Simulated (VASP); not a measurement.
Set up this calculation in VASP 6.6.1, as the native input.

| Item | Value |
| --- | --- |
| Task | single point |
| Functional | PBE |
| Dispersion | D3(BJ) |
| Potentials or basis | VASP PAW PBE potentials, release 64 (Cu) |
| Cutoff | 520 eV |
| k mesh | 6 × 6 × 1 |
| Occupations | gaussian, width 0.1 eV |
| Spin | no spin polarisation |
| Dipole correction | yes |
| Further INCAR settings | LREAL = Auto; ALGO = Normal; EDIFF = 1e-06; NBANDS = 102 |

The structure of Cu lies in POSCAR:

```
Cu
1.0
    5.0393684026      0.0000000000      0.0000000000
   -2.5196842013      4.3642210557      0.0000000000
    0.0000000000      0.0000000000     23.1719406062
Cu
16
Direct
    0.3333333333      0.1666666667      0.3668229668
    0.3333333333      0.6666666667      0.3668229668
    0.8333333333      0.1666666667      0.3668229668
    0.8333333333      0.6666666667      0.3668229668
    0.6666666667      0.3333333333      0.4556076556
    0.6666666667      0.8333333333      0.4556076556
    0.1666666667      0.3333333333      0.4556076556
    0.1666666667      0.8333333333      0.4556076556
    0.0000000000      0.5000000000      0.5438695202
    0.0000000000      0.0000000000      0.5438695202
    0.5000000000      0.5000000000      0.5438695202
    0.5000000000      0.0000000000      0.5438695202
    0.3333333333      0.6666666667      0.6328934536
    0.3333333333      0.1666666667      0.6328934536
    0.8333333333      0.6666666667      0.6328934536
    0.8333333333      0.1666666667      0.6328934536
```

The input as run:

INCAR

```
PREC     = Accurate       # precision mode
ENCUT    = 520            # plane-wave cutoff, eV
EDIFF    = 1E-6           # SCF threshold, eV
ISMEAR   = 0              # smearing method
SIGMA    = 0.1            # smearing width, eV
LREAL    = Auto         
LASPH    = True           # aspherical terms in the spheres
NELM     = 100            # most SCF steps
ALGO     = Normal         # electronic algorithm
ISIF     = 2              # what is computed and relaxed
LWAVE    = False          # write WAVECAR
LCHARG   = True           # write CHGCAR
LDIPOL   = True         
IDIPOL   = 3            
DIPOL    = 0.5 0.5 0.500
GGA      = PE             # functional
IVDW     = 12             # dispersion correction
LELF     = True           # ELF
LVHAR    = True         
LVACPOTAV= True         
NBANDS   = 102            # bands
```

KPOINTS

```
regular mesh
0
Gamma
  6 6 1
```

Potentials or basis: VASP PAW PBE potentials, release 64 (Cu).

Run with:

```sh
$ cat potpaw_PBE.64/Cu/POTCAR > POTCAR
$ mpirun -np 1 vasp_std > vasp.out
```

It gave:

The largest force is 0.041 eV/Å, the band gap on the k mesh is zero (band 88 reaches -0.23 eV, above the bottom of band 89 at -0.80 eV) and the dispersion energy per atom is -0.446 eV.

Run time: 37 min on 1 thread of AMD EPYC 7R13 (shared host), peak memory 0.7 GiB.
